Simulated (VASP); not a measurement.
HfC:

```
Hf C
1.0
     3.34287    0.00000    0.00000
    -1.67143    2.89501    0.00000
     0.00000    0.00000    5.20271
Hf C
2 2
Direct
  0.66667 0.33333 0.75000
  0.33333 0.66667 0.25000
  0.00000 0.00000 0.00000
  0.00000 0.00000 0.50000
```

- Program: VASP 6.6.1
- Task: relaxation of cell and atoms
- Functional: PBEsol
- Potentials or basis: VASP PAW PBE potentials, release 64 (Hf_pv, C)
- Cutoff: 600 eV
- k mesh: 8 × 8 × 4
- Occupations: methfessel-paxton, width 0.05 eV
- Spin: no spin polarisation

At the start: pressure -7.9 GPa; volume 12.59 Å³/atom.

Question: Where does the relaxation end?

Answer: Over 6 steps the energy falls by 12.3 meV/atom and the volume is 12.17 Å³/atom (-3.3 %); space group P6_3/mmc (No. 194, to 0.05 Å).

Step by step:
| step | energy change (eV) | largest force (eV/Å) | pressure (GPa) | volume (Å³) |
| --- | --- | --- | --- | --- |
| 1 | 0.0000 | 0.0000 | -7.92 | 50.35 |
| 2 | 0.0857 | 0.0000 | 16.51 | 45.95 |
| 3 | -0.0467 | 0.0000 | 0.17 | 48.66 |
| 4 | -0.0467 | 0.0000 | 0.34 | 48.63 |
| 5 | -0.0493 | 0.0000 | 0.04 | 48.69 |
| 6 | -0.0493 | 0.0000 | 0.01 | 48.70 |

Final structure:
```xyz
4
Lattice="3.2883 0.0000 0.0000 -1.6441 2.8477 0.0000 0.0000 0.0000 5.2002" Properties=species:S:1:pos:R:3 pbc="T T T"
Hf    1.6441    0.9492    3.9002
Hf    0.0000    1.8985    1.3001
C     3.2883    0.0000    0.0000
C     3.2883    0.0000    2.6001
```

Caveat: the PAW data sets were made with another functional, which shifts forces and pressure a little.
